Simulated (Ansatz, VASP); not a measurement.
Two plane-wave programs on Mo

File INCAR:

```
ALGO = Normal ; EDIFF = 1E-6
EDIFFG = -0.005 ; ENCUT = 600
GGA = PE ; IBRION = 2
ISIF = 3 ; ISMEAR = -1
LASPH = True ; LCHARG = False
LREAL = False ; LWAVE = False
NELM = 100 ; NSW = 60
PREC = Accurate ; SIGMA = 0.05
```

KPOINTS

```
k-points
0
Gamma
  17 17 9
```

File POSCAR:

```
Mo
1.0
    2.8252342238      0.0000000000      0.0000000000
   -1.4126171119      2.4467246095      0.0000000000
    0.0000000000      0.0000000000      4.5768794426
Mo
2
Direct
    0.3333333333      0.6666666667      0.2500000000
    0.6666666667      0.3333333333      0.7500000000
```

Input for Ansatz:

```yaml
crystal:
  lattice:
    - [2.8252342238, 0.0, 0.0]
    - [-1.4126171119, 2.4467246095, 0.0]
    - [0.0, 0.0, 4.5768794426]
  atoms:
    - { symbol: Mo, position: [0.3333333333, 0.6666666667, 0.25] }
    - { symbol: Mo, position: [0.6666666667, 0.3333333333, 0.75] }
kpoints:
  mp_grid: { grid: [17, 17, 9] }
scf:
  occupations: { method: fermi_dirac, width: 0.05 }
hamiltonian:
  xc: pbe
  pseudopotentials: { kind: paw }
output:
  forces: true
  stress: true
  write_density: true
  write_potential: true
  elf: true
  volumetric_format: npy
relax:
  f_tol: 0.005
  max_steps: 40
  cell: {}
```

Alike in both runs: task relaxation of cell and atoms; functional PBE; k mesh 17 × 17 × 9; occupations fermi-dirac, width 0.05 eV; no spin polarisation.

|  | VASP | Ansatz |
| --- | --- | --- |
| version | VASP 6.6.1 | Ansatz 0.2.0 |
| potentials or method | VASP PAW PBE potentials, release 64 (Mo_sv) | PAW with Ansatz's default frozen-core files, scalar-relativistic |
| plane-wave cutoff (eV) | 600 | 420 |
| valence electrons in the cell | 28 | 28 |

|  | VASP | Ansatz | Ansatz less VASP |
| --- | --- | --- | --- |
| relaxed volume (Å³/atom) | 16.14 | 16.11 | -0.027 |
| relaxed length of the cell vector where the two differ most in proportion (Å) | 2.758 | 2.756 | -0.0018 |
